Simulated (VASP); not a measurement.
Here is a VASP 6.6.1 calculation.

The input INCAR:

```
PREC = Accurate ; ENCUT = 520
EDIFF = 1E-6 ; ISMEAR = 0
SIGMA = 0.1 ; LREAL = F
LASPH = T ; NELM = 100
ALGO = Normal ; ISIF = 2
LWAVE = F ; LCHARG = T
GGA = PE ; LELF = T
LVHAR = T ; NBANDS = 48
```

File KPOINTS:

```
regular mesh
0
Gamma
  6 6 6
```

The input POSCAR:

```
Te
1.0
    4.4037242660      2.5424913904      6.1544625048
   -4.4037242660      2.5424913904      6.1544625048
    0.0000000000     -5.0849827808      6.1544625048
Te
12
Direct
    0.1144237076      0.5110643015      0.1144237076
    0.1144237076      0.1144237076      0.5110643015
    0.5110643015      0.1144237076      0.1144237076
    0.8855762924      0.4889356985      0.8855762924
    0.4889356985      0.8855762924      0.8855762924
    0.8855762924      0.8855762924      0.4889356985
    0.2935619159      0.6472519288      0.2935619159
    0.2935619159      0.2935619159      0.6472519288
    0.6472519288      0.2935619159      0.2935619159
    0.7064380841      0.3527480712      0.7064380841
    0.3527480712      0.7064380841      0.7064380841
    0.7064380841      0.7064380841      0.3527480712
```

Potentials or basis: VASP PAW PBE potentials, release 64 (Te).

Command:

```console
$ cat potpaw_PBE.64/Te/POTCAR > POTCAR
$ mpirun -np 1 vasp_std > vasp.out
```

Predict the pressure.

-0.1 GPa.

What does it give for the largest force?

0.005 eV/Å.

What does it give for the band gap on the k mesh?

Zero (band 36 reaches 5.98 eV, above the bottom of band 37 at 5.40 eV).

Forces on the atoms (eV/Å):
```
Te   0.001 -0.001 -0.002
Te   0.000  0.001 -0.002
Te  -0.001 -0.001 -0.002
Te  -0.001  0.001  0.002
Te   0.001  0.001  0.002
Te   0.000 -0.001  0.002
Te   0.002 -0.001 -0.005
Te   0.000  0.003 -0.005
Te  -0.002 -0.001 -0.005
Te  -0.002  0.001  0.005
Te   0.002  0.001  0.005
Te   0.000 -0.003  0.005
```

Caveat: spin-orbit coupling is left out, which moves the levels of the heavy elements.
